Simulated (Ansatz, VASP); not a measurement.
## CuO in VASP and in Ansatz

The input INCAR:

```
SYSTEM = CuO
PREC = Accurate
ENCUT = 1340
EDIFF = 1E-6
ISMEAR = -1
SIGMA = 0.05
LREAL = .False.
LASPH = .True.
NELM = 120
ALGO = Normal
ISIF = 2
LWAVE = .False.
LCHARG = .False.
GGA = PE
NBANDS = 33
GGA_COMPAT = .False.
```

Contents of KPOINTS:

```
Automatic mesh
0
Gamma
  9 9 5
  0 0 0
```

File POSCAR:

```
CuO
1.0
    2.8795009639      0.0000000000      0.0000000000
    0.0390727580      2.8792794796      0.0000000000
    0.0174953863      0.0172449008      5.1763391994
Cu O
2 2
Direct
   -0.0130100000      0.5065550000     -0.0001290000
    0.4863870000      0.0009910000      0.5025370000
    0.9959260000     -0.0093790000      0.7470280000
    0.0000390000      0.9917150000      0.2500130000
```

input.yaml

```yaml
crystal:
  lattice:
    - [2.8795009639, 0.0, 0.0]
    - [0.039072758, 2.8792794796, 0.0]
    - [0.0174953863, 0.0172449008, 5.1763391994]
  atoms:
    - { symbol: Cu, position: [-0.01301, 0.506555, -0.000129] }
    - { symbol: Cu, position: [0.486387, 0.000991, 0.502537] }
    - { symbol: O, position: [0.995926, -0.009379, 0.747028] }
    - { symbol: O, position: [3.9e-05, 0.991715, 0.250013] }
hamiltonian:
  xc: pbe
  pseudopotentials: { kind: paw }
kpoints:
  mp_grid: { grid: [9, 9, 5] }
scf:
  occupations: { method: fermi_dirac, width: 0.05 }
output:
  forces: true
  stress: true
  eigenvalues: true
```

Change from the starting cell: atoms moved at random, drawn with an rms of 0.05 Å.

Alike in both runs: task single point; functional PBE; k mesh 9 × 9 × 5; occupations fermi-dirac, width 0.05 eV; no spin polarisation.

|  | VASP | Ansatz |
| --- | --- | --- |
| version | VASP 6.6.1 | Ansatz 0.2.0 |
| potentials or method | VASP PAW PBE potentials, release 64 (Cu_sv_GW, O_h) | Ansatz PAW |
| plane-wave cutoff (eV) | 1340 | 420 |
| valence electrons in the cell | 50 | 50 |

|  | VASP | Ansatz | Ansatz less VASP |
| --- | --- | --- | --- |
| gap on the k mesh at the Fermi level (eV) | none | none | - |
| pressure (GPa) | 5.9 | 6.1 | +0.20 |
| traceless stress, the component that is largest in VASP (GPa) | -0.96 | -1.01 | -0.056 |
| rms of the force components (eV/Å) | 0.350 | 0.348 | -0.0016 |

Atom by atom the forces differ by 0.002 eV/Å (rms over components). A gap of «none» marks a metal or a gap that the smearing closes. The functional is the same, so the differences come from potentials, cutoffs and numerics.
